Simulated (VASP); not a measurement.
# Cu (Fm-3m) in VASP: notebook

The runs below take Cu through single point, relaxation of cell and atoms, with r2SCAN0, HF, r2SCAN, PBE+D4, r2SCAN+rVV10.

Program: VASP 6.6.1. These are calculated values, not measurements. Logs are shortened: lines on timing, memory, paths and dates and some standing lists are left out, and cuts for length are marked.

**1. The cell of the first run**

It takes space group Fm-3m (No. 225, cubic). Conventional cell: a = 3.663 Å, b = 3.663 Å, c = 3.663 Å, α = 90.00°, β = 90.00°, γ = 90.00°. Cu (site symmetry m-3m) has 12 Cu at 2.59 Å within 3.4 Å.

**2. Single point, r2SCAN0**

POSCAR reads:

```
Cu
1.0
    0.0000000000      1.8312856224      1.8312856224
    1.8312856224      0.0000000000      1.8312856224
    1.8312856224      1.8312856224      0.0000000000
Cu
1
Direct
    0.0000000000      0.0000000000      0.0000000000
```

INCAR.step1 reads:

```
SYSTEM = Cu
PREC     = Accurate       ! precision mode
ENCUT    = 520            ! plane-wave cutoff, eV
EDIFF    = 1E-5           ! SCF threshold, eV
ISMEAR   = -1             ! smearing method
SIGMA    = 0.05           ! smearing width, eV
LREAL    = .FALSE.        ! projectors in reciprocal space
LASPH    = .TRUE.         ! aspherical terms in the spheres
NELM     = 80             ! most SCF steps
ALGO     = Normal         ! electronic algorithm
ISIF     = 2              ! what is computed and relaxed
LWAVE    = .TRUE.         ! write WAVECAR
LCHARG   = .FALSE.        ! write CHGCAR
NBANDS   = 12             ! bands
GGA      = PE             ! functional
```

INCAR.step2 reads:

```
SYSTEM = Cu
PREC     = Accurate       ! precision mode
ENCUT    = 520            ! plane-wave cutoff, eV
EDIFF    = 1E-7           ! SCF threshold, eV
ISMEAR   = -1             ! smearing method
SIGMA    = 0.05           ! smearing width, eV
LREAL    = .FALSE.        ! projectors in reciprocal space
LASPH    = .TRUE.         ! aspherical terms in the spheres
NELM     = 80             ! most SCF steps
ALGO     = Normal         ! electronic algorithm
ISIF     = 2              ! what is computed and relaxed
LWAVE    = .FALSE.        ! write WAVECAR
LCHARG   = .FALSE.        ! write CHGCAR
METAGGA  = R2SCAN         ! meta-GGA
LHFCALC  = .TRUE.         ! exact exchange
AEXX     = 0.25           ! exact-exchange fraction
LMIXTAU  = .TRUE.       
PRECFOCK = Normal       
NBANDS   = 12             ! bands
ISTART   = 1
```

KPOINTS reads:

```
Automatic mesh
0
G
  7 7 7
  0 0 0
```

Potentials or basis: VASP PAW PBE potentials, release 64 (Cu).

Started as:

```
$ cat potpaw_PBE.64/Cu/POTCAR > POTCAR
$ cp INCAR.step1 INCAR
$ mpirun -np 1 vasp_std > vasp.out
$ cp INCAR.step2 INCAR
$ mpirun -np 1 vasp_std > vasp.out
```

OUTCAR:

```text
SYSTEM = Cu
   PREC = Accurate
   ENCUT = 520
   EDIFF = 1E-7
   ISMEAR = -1
   LREAL = .FALSE.
   LASPH = .TRUE.
   NELM = 80
   ISIF = 2
   METAGGA = R2SCAN
   LHFCALC = .TRUE.
   AEXX = 0.25
   PRECFOCK = Normal
   ISTART = 1

 ion  position               nearest neighbor table
   1  0.000  0.000  0.000-

  LATTYP: Found a face centered cubic cell.
 ALAT       =     3.6625712448

  Lattice vectors:

 A1 = (   0.0000000000,   1.8312856224,   1.8312856224)
 A2 = (   1.8312856224,   0.0000000000,   1.8312856224)
 A3 = (   1.8312856224,   1.8312856224,   0.0000000000)

Analysis of symmetry for initial positions (statically):
=====================================================================
 Subroutine PRICEL returns:
 Original cell was already a primitive cell.

 Routine SETGRP: Setting up the symmetry group for a
 face centered cubic supercell.

 Subroutine GETGRP returns: Found 48 space group operations
 (whereof 48 operations were pure point group operations)
 out of a pool of 48 trial point group operations.

The static configuration has the point symmetry O_h .

Analysis of symmetry for dynamics (positions and initial velocities):
=====================================================================
 Subroutine PRICEL returns:
 Original cell was already a primitive cell.

 Routine SETGRP: Setting up the symmetry group for a
 face centered cubic supercell.

 Subroutine GETGRP returns: Found 48 space group operations
 (whereof 48 operations were pure point group operations)
 out of a pool of 48 trial point group operations.

The dynamic configuration has the point symmetry O_h .

 Subroutine INISYM returns: Found 48 space group operations
 (whereof 48 operations are pure point group operations),
 and found     1 'primitive' translations

----------------------------------------------------------------------------------------

                                     Primitive cell

  volume of cell :      12.2828

  direct lattice vectors                    reciprocal lattice vectors
     0.000000000  1.831285622  1.831285622    -0.273032232  0.273032232  0.273032232
     1.831285622  0.000000000  1.831285622     0.273032232 -0.273032232  0.273032232
     1.831285622  1.831285622  0.000000000     0.273032232  0.273032232 -0.273032232

  length of vectors
     2.589828964  2.589828964  2.589828964     0.472905697  0.472905697  0.472905697

  position of ions in fractional coordinates (direct lattice)
     0.000000000  0.000000000  0.000000000

  ion indices of the primitive-cell ions
   primitive index   ion index
                 1           1

----------------------------------------------------------------------------------------

 KPOINTS: Automatic mesh

Automatic generation of k-mesh.
 Grid dimensions read from file:
 generate k-points for:    7    7    7

 Generating k-lattice:

  Cartesian coordinates                     Fractional coordinates (reciprocal lattice)
    -0.039004605  0.039004605  0.039004605     0.142857143  0.000000000  0.000000000
     0.039004605 -0.039004605  0.039004605     0.000000000  0.142857143  0.000000000
     0.039004605  0.039004605 -0.039004605     0.000000000  0.000000000  0.142857143

  Length of vectors
     0.067557957  0.067557957  0.067557957

  Shift w.r.t. Gamma in fractional coordinates (k-lattice)
     0.000000000  0.000000000  0.000000000

 Subroutine IBZKPT returns following result:
 ===========================================

 Found     20 irreducible k-points:

 Following reciprocal coordinates:
            Coordinates               Weight
  0.000000  0.000000  0.000000      1.000000
  0.142857  0.000000  0.000000      8.000000
  0.285714  0.000000  0.000000      8.000000
  0.428571  0.000000  0.000000      8.000000
  0.142857  0.142857  0.000000      6.000000
  0.285714  0.142857  0.000000     24.000000
[... 12 lines left out ...]
 -0.428571  0.428571  0.142857     24.000000
 -0.285714  0.428571  0.142857     24.000000
   k-points           NKPTS =     20   k-points in BZ     NKDIM =    343   number of bands    NBANDS=     12
   number of dos      NEDOS =    301   number of ions     NIONS =      1
   total plane-waves  NPLWV =   8000
   dimension x,y,z NGX =    20 NGY =   20 NGZ =   20
   dimension x,y,z NGXF=    40 NGYF=   40 NGZF=   40
   ions per type =               1
   NGX,Y,Z   is equivalent  to a cutoff of  12.84, 12.84, 12.84 a.u.
   NGXF,Y,Z  is equivalent  to a cutoff of  25.68, 25.68, 25.68 a.u.
 SYSTEM =  Cu
   PREC   = accura    normal or accurate (medium, high low for compatibility)
   ISTART =      1    job   : 0-new  1-cont  2-samecut
   ICHARG =      0    charge: 1-file 2-atom 10-const
   ISPIN  =      1    spin polarized calculation?
   LNONCOLLINEAR =      F non collinear calculations
   LSORBIT =      F    spin-orbit coupling
   LASPH  =      T    aspherical Exc in radial PAW
   ENCUT  =  520.0 eV  38.22 Ry    6.18 a.u.   4.82  4.82  4.82*2*pi/ulx,y,z
   NELM   =     80;   NELMIN=  2; NELMDL=  0     # of ELM steps
   EDIFF  = 0.1E-06   stopping-criterion for ELM
   LREAL  =      F    real-space projection
   EDIFFG = 0.1E-05   stopping-criterion for IOM
   NSW    =      0    number of steps for IOM
   IBRION =     -1    ionic relax: 0-MD 1-quasi-New 2-CG
   NFREE  =      0    steps in history (QN), initial steepest desc. (CG)
   ISIF   =      2    stress and relaxation
   ISYM   =      3    0-nonsym 1-usesym 2-fastsym
   POTIM  = 0.5000    time-step for ionic-motion
   TEBEG  =    0.0;   TEEND  =   0.0 temperature during run
   PSTRESS=    0.0 pullay stress
   NELECT =      11.0000    total number of electrons
   NUPDOWN=      -1.0000    fix difference up-down
   EMIN   =  10.00;   EMAX   =-10.00  energy-range for DOS
   EFERMI =   0.00;   METHOD = LEGACY
   ISMEAR =    -1;   SIGMA  =   0.05  broadening in eV -4-tet -1-fermi 0-gaus
   EFERMI_NEDOS =   21; number of points for ismear=-14 and -15
   IALGO  =     38    algorithm
   IMIX   =      1    mixing-type and parameters
     AMIX     =   0.40;   BMIX     =  1.00
     AMIX_MAG =   1.60;   BMIX_MAG =  1.00
  volume/ion in A,a.u.               =      12.28        82.89
  Fermi-wavevector in a.u.,A,eV,Ry     =   1.577997  2.981983 33.879542  2.490076
  Thomas-Fermi vector in A             =   2.678595
   LORBIT       =      0    0 simple, 1 ext, 2 COOP (PROOUT), +10 PAW based schemes
   METAGGA = R2SCAN    functional components
   LHFCALC =     T    Hartree Fock is set to
   PRECFOCK=normal    Normal, Fast or Accurate (Low or Medium for compatibility)
   ENCUT4O =  -1.0   cutoff for four orbital integrals eV
   NKREDX  =     1    reduce k-point grid by
   NKREDY  =     1    reduce k-point grid by
   NKREDZ  =     1    reduce k-point grid by
   AEXX    =    0.2500 exact exchange contribution
   HFSCREEN=    0.0000 screening length (either q_TF or 0.3 A-1)
   HFSCREENC=   0.0000 screening length for correlation (either q_TF or 0.3 A-1)
   ENCUTFOCK=  -1.0 apply spherical cutoff to Coloumb kernel
   IVDW    =     0    specifies the selected vdW correction
   LEPSILON=     F    determine dielectric tensor
   LRPA    =     F    only Hartree local field effects (RPA)
 non-spin polarized calculation
  energy-cutoff  :      520.00
  volume of cell :       12.28
 maximum number of plane-waves:       338
  NGX = 16; NGY = 16; NGZ = 16

 number of electron      10.9999989 magnetization

 Free energy of the ion-electron system (eV)
  ---------------------------------------------------
  ext. energy  EPLUGINS =         0.00000000
  ---------------------------------------------------
  free energy    TOTEN  =        -9.40687095 eV

  energy without entropy =       -9.40568098  energy(sigma->0) =       -9.40627597

 E-fermi :   7.2809     XC(G=0): -10.3462

 val. band max:        5.5824947491   @ k =   0.4286   0.2857   0.0000
 cond. band min:       7.2977207284   @ k =   0.4286   0.4286   0.0000
 fundamental gap:      1.7152259793
 Fermi energy:         7.2808776479

 k-point     1 :       0.0000    0.0000    0.0000
  band No.  band energies     occupation
      1      -3.8770      2.00000
      2       1.9379      2.00000
      3       1.9379      2.00000
      4       1.9379      2.00000
      5       2.6969      2.00000
      6       2.6969      2.00000
      7      31.0940      0.00000
      8      34.1061      0.00000
      9      34.1061      0.00000
     10      34.1062      0.00000
     11      36.6680      0.00000
     12      36.6681      0.00000

 k-point     2 :       0.1429    0.0000    0.0000
  band No.  band energies     occupation
      1      -3.0557      2.00000
      2       1.8131      2.00000
      3       2.0565      2.00000
      4       2.0566      2.00000
      5       2.6774      2.00000
      6       2.6775      2.00000
      7      26.4971      0.00000
      8      31.7213      0.00000
      9      32.6956      0.00000
     10      32.6957      0.00000
     11      38.3547      0.00000
     12      38.8427      0.00000

 k-point     3 :       0.2857    0.0000    0.0000
  band No.  band energies     occupation
      1      -0.9994      2.00000
      2       1.9625      2.00000
      3       2.0413      2.00000
      4       2.0414      2.00000
      5       2.9506      2.00000
      6       2.9507      2.00000
      7      19.1102      0.00000
      8      30.6940      0.00000
      9      31.4586      0.00000
     10      31.4586      0.00000
     11      36.5592      0.00000
     12      36.5592      0.00000

 k-point     4 :       0.4286    0.0000    0.0000
  band No.  band energies     occupation
      1      -0.0017      2.00000
      2       1.8873      2.00000
      3       1.8874      2.00000
      4       3.3630      2.00000
      5       3.3632      2.00000
      6       4.5623      2.00000
      7      12.9497      0.00000
      8      29.6997      0.00000
      9      31.0097      0.00000
     10      31.0099      0.00000
     11      34.2146      0.00000
     12      34.2148      0.00000

 k-point     5 :       0.1429    0.1429    0.0000
  band No.  band energies     occupation
      1      -2.7875      2.00000
      2       1.6567      2.00000
      3       2.1895      2.00000
      4       2.1895      2.00000
      5       2.4716      2.00000
      6       2.8079      2.00000
      7      29.0836      0.00000
      8      29.4230      0.00000
      9      29.4231      0.00000
     10      31.1267      0.00000
     11      35.9908      0.00000
     12      40.7897      0.00000
[... 168 lines left out ...]
      1       0.3277      2.00000
      2       1.2239      2.00000
      3       1.8068      2.00000
      4       2.7540      2.00000
      5       2.8487      2.00000
      6       4.5289      2.00000
      7      20.3436      0.00000
      8      21.2032      0.00000
      9      25.8756      0.00000
     10      32.8464      0.00000
     11      34.7051      0.00000
     12      39.2406      0.00000

 k-point    18 :      -0.4286    0.2857    0.1429
  band No.  band energies     occupation
      1       0.8960      2.00000
      2       1.2858      2.00000
      3       1.7687      2.00000
      4       2.5453      2.00000
      5       3.3131      2.00000
      6       8.5897      0.00000
      7      14.3573      0.00000
      8      21.0335      0.00000
      9      22.8481      0.00000
     10      33.0283      0.00000
     11      36.3288      0.00000
     12      41.4546      0.00000

 k-point    19 :      -0.4286    0.4286    0.1429
  band No.  band energies     occupation
      1       0.5327      2.00000
      2       0.8781      2.00000
      3       2.3607      2.00000
      4       3.0164      2.00000
      5       3.4997      2.00000
      6       9.4492      0.00000
      7      17.7261      0.00000
      8      18.0632      0.00000
      9      19.2718      0.00000
     10      31.3462      0.00000
     11      33.8617      0.00000
     12      42.7576      0.00000

 k-point    20 :      -0.2857    0.4286    0.1429
  band No.  band energies     occupation
      1       0.8512      2.00000
      2       1.2131      2.00000
      3       1.8002      2.00000
      4       2.7340      2.00000
      5       3.4943      2.00000
      6      12.9875      0.00000
      7      13.5490      0.00000
      8      16.5413      0.00000
      9      20.1304      0.00000
     10      33.0500      0.00000
     11      39.4895      0.00000
     12      39.8080      0.00000

------------------------ aborting loop because EDIFF is reached ----------------------------------------

  FORCE on cell =-STRESS in cart. coord.  units (eV):
  Direction    XX          YY          ZZ          XY          YZ          ZX
  --------------------------------------------------------------------------------------
  -------------------------------------------------------------------------------------
  Total       -0.5142563     -0.5142563     -0.5142563      0.0000000      0.0000000      0.0000000
  in kB      -67.0798254    -67.0798254    -67.0798254      0.0000000      0.0000000      0.0000000
  external PRESSURE =     -67.0798254 kB  Pullay stress =       0.0000000 kB

 VOLUME and BASIS-vectors are now :
 -----------------------------------------------------------------------------
  energy-cutoff  :      520.00
  volume of cell :       12.28
      direct lattice vectors                 reciprocal lattice vectors
     0.000000000  1.831285622  1.831285622    -0.273032232  0.273032232  0.273032232
     1.831285622  0.000000000  1.831285622     0.273032232 -0.273032232  0.273032232
     1.831285622  1.831285622  0.000000000     0.273032232  0.273032232 -0.273032232

 POSITION                                       TOTAL-FORCE (eV/Angst)
 -----------------------------------------------------------------------------------
      0.00000      0.00000      0.00000        -0.000000     -0.000000     -0.000000
 -----------------------------------------------------------------------------------
    total drift:                               -0.000000     -0.000000      0.000000

  FREE ENERGIE OF THE ION-ELECTRON SYSTEM (eV)
  ---------------------------------------------------
  free  energy   TOTEN  =        -9.4068709519 eV

  energy  without entropy=       -9.4056809824  energy(sigma->0) =       -9.40627597
```

Run time: 19 min. Hardware: 1 thread of Intel Xeon Platinum 8259CL at 2.50GHz (Skylake/Cascade Lake), shared host; peak memory 0.14 GiB.

Results:

| Item | Value |
| --- | --- |
| Free energy | -9.4069 eV |
| Pressure | -6.7 GPa |
| Band gap on the k mesh | zero (an odd number of electrons rules out a gap without spin polarisation) |

Levels at points of the mesh, in eV from the Fermi level:
```csv
k point,band 3,band 4,band 5,band 6,band 7,band 8,band 9,band 10
"(0.00, 0.00, 0.00)",-5.34,-5.34,-4.58,-4.58,23.81,26.83,26.83,26.83
```

Caveat: the k points lie up to 0.42 Å⁻¹ apart, too coarse for converged energies and pressures of a metal; the PAW data sets were made with another functional, which shifts forces and pressure a little.

[end of part 1 of 3]

The gap in the log of VASP goes by the Fermi energy; the results here count the filled bands.